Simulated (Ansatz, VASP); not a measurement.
**One calculation of Mg, two programs**

```xyz
1
Lattice="-1.7553 1.7553 1.7553 1.7553 -1.7553 1.7553 1.7553 1.7553 -1.7553" Properties=species:S:1:pos:R:3 pbc="T T T"
Mg    0.0000    0.0000    0.0000
```

Alike in both runs: task single point; functional r2SCAN; k mesh 18 × 18 × 18; occupations gaussian, width 0.05 eV; no spin polarisation.

|  | VASP | Ansatz |
| --- | --- | --- |
| version | VASP 6.6.1 | Ansatz 0.2.0 |
| potentials or method | VASP PAW PBE potentials, release 64 (Mg), cutoff 520 eV | scalar-relativistic, plane waves, PAW |
| valence electrons in the cell | 2 | 10 |

Ansatz gave:

| Property | Result |
| --- | --- |
| gap on the k mesh at the Fermi level (eV) | none |
| pressure (GPa) | 1.7 |

Problem. Which values does VASP return?

Solution. gap on the k mesh at the Fermi level (eV): none; pressure (GPa): 1.4.

VASP's potentials were made for PBE, not for r2SCAN. A gap of «none» marks a metal or a gap that the smearing closes. VASP's potentials hold 2 valence electrons a cell and Ansatz's 10, so a difference there can come from the potentials and not from the codes.
